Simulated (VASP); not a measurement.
# Sb (P2_1/m) in VASP: further runs

Sb is run at these levels: PBE, LDA; tasks: single point.

All numbers are computed with VASP 6.6.1; they aren't measurements. Logs are shortened: lines on timing, memory, paths and dates and some standing lists are left out, and cuts for length are marked.

**1. The cell of the first run**

Symmetry: P2_1/m, No. 11, monoclinic system. Conventional cell: a = 3.122 Å, b = 4.348 Å, c = 4.406 Å, α = 90.00°, β = 90.51°, γ = 90.00°. Within 4.0 Å of Sb (site symmetry m) lie 6 Sb at 3.04 to 3.15 Å.

**2. Single point, PBE**

The input, INCAR:

```
SYSTEM = Sb
PREC = Accurate
ENCUT = 520
EDIFF = 1E-7
ISMEAR = 1
SIGMA = 0.063
LREAL = .False.
LASPH = .True.
NELM = 80
ALGO = Normal
ISIF = 2
LWAVE = .False.
LCHARG = .False.
GGA = PE
NBANDS = 12
```

The input, KPOINTS:

```
Automatic mesh
0
Gamma
  6 4 4
  0 0 0
```

The input, POSCAR:

```
Sb
1.0
    3.1224020000      0.0000000000      0.0000000000
    0.0000000000      4.3475180000      0.0000000000
   -0.0389150000      0.0000000000      4.4058520000
Sb
2
Direct
    0.9886110000      0.7500000000      0.7588340000
    0.0113890000      0.2500000000      0.2411660000
```

Potentials or basis: VASP PAW PBE potentials, release 64 (Sb).

Run with:

```sh
$ cat potpaw_PBE.64/Sb/POTCAR > POTCAR
$ mpirun -np 1 vasp_std > vasp.out
```

OUTCAR:

```text
SYSTEM = Sb
   PREC = Accurate
   ENCUT = 520
   EDIFF = 1E-7
   ISMEAR = 1
   LREAL = .False.
   LASPH = .True.
   NELM = 80
   ISIF = 2
   GGA = PE

 ion  position               nearest neighbor table
   1  0.989  0.750  0.759-   2 3.04   2 3.04   2 3.15   2 3.15
   2  0.011  0.250  0.241-   1 3.04   1 3.04   1 3.15   1 3.15

  LATTYP: Found a simple monoclinic cell.
 ALAT       =     3.1224020000
 B/A-ratio  =     1.3923633152
 C/A-ratio  =     1.4111007668
 COS(beta)  =    -0.0088322263

  Lattice vectors:

 A1 = (   3.1224020000,   0.0000000000,   0.0000000000)
 A2 = (   0.0000000000,   4.3475180000,   0.0000000000)
 A3 = (  -0.0389150000,   0.0000000000,   4.4058520000)

Analysis of symmetry for initial positions (statically):
=====================================================================
 Subroutine PRICEL returns:
 Original cell was already a primitive cell.

 Routine SETGRP: Setting up the symmetry group for a
 simple monoclinic supercell.

 Subroutine GETGRP returns: Found  4 space group operations
 (whereof  2 operations were pure point group operations)
 out of a pool of  4 trial point group operations.

The static configuration has the point symmetry S_2 .
 The point group associated with its full space group is C_2h.

Analysis of symmetry for dynamics (positions and initial velocities):
=====================================================================
 Subroutine PRICEL returns:
 Original cell was already a primitive cell.

 Routine SETGRP: Setting up the symmetry group for a
 simple monoclinic supercell.

 Subroutine GETGRP returns: Found  4 space group operations
 (whereof  2 operations were pure point group operations)
 out of a pool of  4 trial point group operations.

The dynamic configuration has the point symmetry S_2 .
 The point group associated with its full space group is C_2h.

 Subroutine INISYM returns: Found  4 space group operations
 (whereof  2 operations are pure point group operations),
 and found     1 'primitive' translations

----------------------------------------------------------------------------------------

                                     Primitive cell

  volume of cell :      59.8081

  direct lattice vectors                    reciprocal lattice vectors
     3.122402000  0.000000000  0.000000000     0.320266257  0.000000000  0.002828774
     0.000000000  4.347518000  0.000000000     0.000000000  0.230016299  0.000000000
    -0.038915000  0.000000000  4.405852000     0.000000000  0.000000000  0.226970856

  length of vectors
     3.122402000  4.347518000  4.406023856     0.320278749  0.230016299  0.226970856

  position of ions in fractional coordinates (direct lattice)
     0.988611000  0.750000000  0.758834000
     0.011389000  0.250000000  0.241166000

  ion indices of the primitive-cell ions
   primitive index   ion index
                 1           1
                 2           2

----------------------------------------------------------------------------------------

 KPOINTS: Automatic mesh

Automatic generation of k-mesh.
 Grid dimensions read from file:
 generate k-points for:    6    4    4

 Generating k-lattice:

  Cartesian coordinates                     Fractional coordinates (reciprocal lattice)
     0.053377709  0.000000000  0.000471462     0.166666667  0.000000000  0.000000000
     0.000000000  0.057504075  0.000000000     0.000000000  0.250000000  0.000000000
     0.000000000  0.000000000  0.056742714     0.000000000  0.000000000  0.250000000

  Length of vectors
     0.053379791  0.057504075  0.056742714

  Shift w.r.t. Gamma in fractional coordinates (k-lattice)
     0.000000000  0.000000000  0.000000000

 Subroutine IBZKPT returns following result:
 ===========================================

 Found     42 irreducible k-points:

 Following reciprocal coordinates:
            Coordinates               Weight
  0.000000  0.000000  0.000000      1.000000
  0.166667  0.000000  0.000000      2.000000
  0.333333  0.000000  0.000000      2.000000
  0.500000  0.000000  0.000000      1.000000
  0.000000  0.250000  0.000000      2.000000
  0.166667  0.250000  0.000000      4.000000
[... 16 lines left out ...]
 -0.333333  0.250000  0.250000      4.000000
 -0.166667  0.250000  0.250000      4.000000
 [... further k-points ...]
   k-points           NKPTS =     42   k-points in BZ     NKDIM =     42   number of bands    NBANDS=     12
   number of dos      NEDOS =    301   number of ions     NIONS =      2
   total plane-waves  NPLWV =  27648
   dimension x,y,z NGX =    24 NGY =   32 NGZ =   36
   dimension x,y,z NGXF=    48 NGYF=   64 NGZF=   72
   ions per type =               2
   NGX,Y,Z   is equivalent  to a cutoff of  12.78, 12.24, 13.58 a.u.
   NGXF,Y,Z  is equivalent  to a cutoff of  25.56, 24.47, 27.17 a.u.
 SYSTEM =  Sb
   PREC   = accura    normal or accurate (medium, high low for compatibility)
   ISTART =      0    job   : 0-new  1-cont  2-samecut
   ICHARG =      2    charge: 1-file 2-atom 10-const
   ISPIN  =      1    spin polarized calculation?
   LNONCOLLINEAR =      F non collinear calculations
   LSORBIT =      F    spin-orbit coupling
   LASPH  =      T    aspherical Exc in radial PAW
   ENCUT  =  520.0 eV  38.22 Ry    6.18 a.u.   5.81  8.08  8.19*2*pi/ulx,y,z
   NELM   =     80;   NELMIN=  2; NELMDL= -5     # of ELM steps
   EDIFF  = 0.1E-06   stopping-criterion for ELM
   LREAL  =      F    real-space projection
   EDIFFG = 0.1E-05   stopping-criterion for IOM
   NSW    =      0    number of steps for IOM
   IBRION =     -1    ionic relax: 0-MD 1-quasi-New 2-CG
   NFREE  =      0    steps in history (QN), initial steepest desc. (CG)
   ISIF   =      2    stress and relaxation
   ISYM   =      2    0-nonsym 1-usesym 2-fastsym
   POTIM  = 0.5000    time-step for ionic-motion
   TEBEG  =    0.0;   TEEND  =   0.0 temperature during run
   PSTRESS=    0.0 pullay stress
   NELECT =      10.0000    total number of electrons
   NUPDOWN=      -1.0000    fix difference up-down
   EMIN   =  10.00;   EMAX   =-10.00  energy-range for DOS
   EFERMI =   0.00;   METHOD = LEGACY
   ISMEAR =     1;   SIGMA  =   0.06  broadening in eV -4-tet -1-fermi 0-gaus
   EFERMI_NEDOS =   21; number of points for ismear=-14 and -15
   IALGO  =     38    algorithm
   IMIX   =      4    mixing-type and parameters
     AMIX     =   0.40;   BMIX     =  1.00
     AMIX_MAG =   1.60;   BMIX_MAG =  1.00
  volume/ion in A,a.u.               =      29.90       201.80
  Fermi-wavevector in a.u.,A,eV,Ry     =   0.901893  1.704330 11.067117  0.813410
  Thomas-Fermi vector in A             =   2.025029
   LORBIT       =      0    0 simple, 1 ext, 2 COOP (PROOUT), +10 PAW based schemes
   GGA     = PE    functional components
   LHFCALC =     F    Hartree Fock is set to
   AEXX    =    0.0000 exact exchange contribution
   IVDW    =     0    specifies the selected vdW correction
   LEPSILON=     F    determine dielectric tensor
   LRPA    =     F    only Hartree local field effects (RPA)
 non-spin polarized calculation
 Methfessel and Paxton  Order N= 1 SIGMA  =   0.06
  energy-cutoff  :      520.00
  volume of cell :       59.81
 maximum number of plane-waves:      1648
   NGX = 11   NGY = 17   NGZ = 17

 number of electron      10.0000000 magnetization

 number of electron       9.9999999 magnetization

 Free energy of the ion-electron system (eV)
  ---------------------------------------------------
  ext. energy  EPLUGINS =         0.00000000
  ---------------------------------------------------
  free energy    TOTEN  =        -8.20791610 eV

  energy without entropy =       -8.20754624  energy(sigma->0) =       -8.20779281

 E-fermi :   7.0052     XC(G=0):  -9.6121

 val. band max:        6.9814792968   @ k =   0.3333   0.5000   0.0000
 cond. band min:       7.0168245275   @ k =   0.1667   0.0000   0.0000
 fundamental gap:      0.0353452308
 Fermi energy:         7.0052448156

 k-point     1 :       0.0000    0.0000    0.0000
  band No.  band energies     occupation
      1      -5.2692      2.00000
      2      -0.2029      2.00000
      3       3.5364      2.00000
      4       3.6662      2.00000
      5       9.2342      0.00000
      6      10.2044      0.00000
      7      10.4285      0.00000
      8      10.5648      0.00000
      9      13.8015      0.00000
     10      14.0955      0.00000
     11      14.4171      0.00000
     12      15.3810      0.00000

 k-point     2 :       0.1667    0.0000    0.0000
  band No.  band energies     occupation
      1      -4.8798      2.00000
      2       0.2058      2.00000
      3       3.8937      2.00000
      4       4.0232      2.00000
      5       7.0168      0.69465
      6       9.6074      0.00000
      7      10.8031      0.00000
      8      10.9361      0.00000
      9      11.4905      0.00000
     10      14.4067      0.00000
     11      15.2313      0.00000
     12      16.3280      0.00000

 k-point     3 :       0.3333    0.0000    0.0000
  band No.  band energies     occupation
      1      -3.8153      2.00000
      2       1.3847      2.00000
      3       3.3519      2.00000
      4       4.7880      2.00000
      5       4.9138      2.00000
      6       7.7059     -0.00000
      7      10.6754      0.00000
      8      11.7217      0.00000
      9      11.8678      0.00000
     10      13.2530      0.00000
     11      13.4028      0.00000
     12      15.2893      0.00000
[... 286 lines left out ...]
 k-point    23 :      -0.3333    0.2500    0.2500
  band No.  band energies     occupation
      1      -2.9346      2.00000
      2      -0.3722      2.00000
      3       3.6568      2.00000
      4       4.1921      2.00000
      5       6.2938      2.00000
      6       6.5903      2.00000
      7       8.8396      0.00000
      8      11.4828      0.00000
      9      12.5978      0.00000
     10      13.7373      0.00000
     11      13.8511      0.00000
     12      16.3075      0.00000

 k-point    24 :      -0.1667    0.2500    0.2500
  band No.  band energies     occupation
      1      -4.0017      2.00000
      2      -1.4937      2.00000
      3       2.7256      2.00000
      4       5.5527      2.00000
      5       7.6938     -0.00000
      6       7.9313     -0.00000
      7      10.1507      0.00000
      8      11.6419      0.00000
      9      12.6409      0.00000
     10      14.9138      0.00000
     11      15.4998      0.00000
     12      16.9289      0.00000

 [... further k-points ...]
[... 5 lines left out ...]
  --------------------------------------------------------------------------------------
  -------------------------------------------------------------------------------------
  Total       -1.3411780      1.2107474      1.0700319      0.0000000      0.0000000      0.0232011
  in kB      -35.9283196     32.4342618     28.6646857      0.0000000      0.0000000      0.6215256
  external PRESSURE =       8.3902093 kB  Pullay stress =       0.0000000 kB

 VOLUME and BASIS-vectors are now :
 -----------------------------------------------------------------------------
  energy-cutoff  :      520.00
  volume of cell :       59.81
      direct lattice vectors                 reciprocal lattice vectors
     3.122402000  0.000000000  0.000000000     0.320266257  0.000000000  0.002828774
     0.000000000  4.347518000  0.000000000     0.000000000  0.230016299  0.000000000
    -0.038915000  0.000000000  4.405852000     0.000000000  0.000000000  0.226970856

 POSITION                                       TOTAL-FORCE (eV/Angst)
 -----------------------------------------------------------------------------------
      3.05731      3.26064      3.34331         0.028757      0.000000     -0.066835
      0.02618      1.08688      1.06254        -0.028757     -0.000000      0.066835
 -----------------------------------------------------------------------------------
    total drift:                               -0.000000      0.000000      0.000000

  FREE ENERGIE OF THE ION-ELECTRON SYSTEM (eV)
  ---------------------------------------------------
  free  energy   TOTEN  =        -8.2079160990 eV

  energy  without entropy=       -8.2075462374  energy(sigma->0) =       -8.20779281
```

It took 15 s on 1 thread of Intel Xeon Platinum 8259CL at 2.50GHz (Skylake/Cascade Lake), shared host; peak memory 0.18 GiB.

What came out:

```
Free energy            : -8.2079 eV
Pressure               : 0.8 GPa
Largest force          : 0.073 eV/Å
Band gap on the k mesh : zero (band 5 reaches 12.22 eV, above the bottom of band 6 at 3.63 eV)
```

Forces in eV/Å, atoms in the order of the input:
```
Sb   0.029  0.000 -0.067
Sb  -0.029  0.000  0.067
```

Caveat: the k points lie up to 0.36 Å⁻¹ apart; spin-orbit coupling is left out, which moves the levels of the heavy elements.

**3. Single point, LDA**

The input, INCAR:

```
SYSTEM = Sb
  ALGO = Normal
  EDIFF = 1E-6
  ENCUT = 520
  ISIF = 2
  ISMEAR = 0
  LASPH = .TRUE.
  LCHARG = .FALSE.
  LREAL = .FALSE.
  LWAVE = .FALSE.
  NBANDS = 12
  NELM = 80
  PREC = Accurate
  SIGMA = 0.1
```

The input, KPOINTS:

```
k-points
0
G
  6 4 4
  0 0 0
```

POSCAR is that of step 2.

Potentials or basis: VASP PAW LDA potentials, release 64 (Sb).

Run with:

```sh
$ cat potpaw_LDA.64/Sb/POTCAR > POTCAR
$ mpirun -np 1 vasp_std > vasp.out
```

Run time: 14 s. Hardware: 1 thread of Intel Xeon Platinum 8259CL at 2.50GHz (Skylake/Cascade Lake), shared host; peak memory 0.16 GiB.

It converged, with:

```
Free energy            : -9.5748 eV
Pressure               : -2.9 GPa
Largest force          : 0.053 eV/Å
Band gap on the k mesh : zero (band 5 reaches 12.02 eV, above the bottom of band 6 at 3.51 eV)
```

Forces on the atoms (eV/Å):
```
Sb   0.038  0.000 -0.038
Sb  -0.038  0.000  0.038
```

Stress tensor (GPa, compression positive):
```
-6.88  0.00  0.07
 0.00 -0.64  0.00
 0.07  0.00 -1.10
```

Levels at points of the mesh, in eV from the Fermi level:
```csv
k point,band 3,band 4,band 5,band 6,band 7,band 8
"(0.00, 0.00, 0.00)",-3.48,-3.35,2.22,3.13,3.35,3.49
"(0.50, 0.00, 0.00)",-4.55,-1.64,-1.51,-1.44,4.62,4.91
"(0.00, 0.50, 0.00)",-1.34,-1.34,-0.78,-0.78,4.80,4.80
"(0.50, 0.50, 0.00)",-3.81,-3.81,0.59,0.59,1.54,1.54
"(0.00, 0.00, 0.50)",-1.44,-0.91,-0.82,-0.66,4.58,4.96
"(0.50, 0.00, 0.50)",-3.99,-3.68,0.44,1.03,1.56,1.67
"(0.00, 0.50, 0.50)",-5.47,-5.47,5.12,5.12,5.38,5.38
"(0.50, 0.50, 0.50)",-3.49,-3.49,-3.38,-3.38,2.26,2.26
```

Caveat: the k points lie up to 0.36 Å⁻¹ apart; spin-orbit coupling is left out, which moves the levels of the heavy elements.
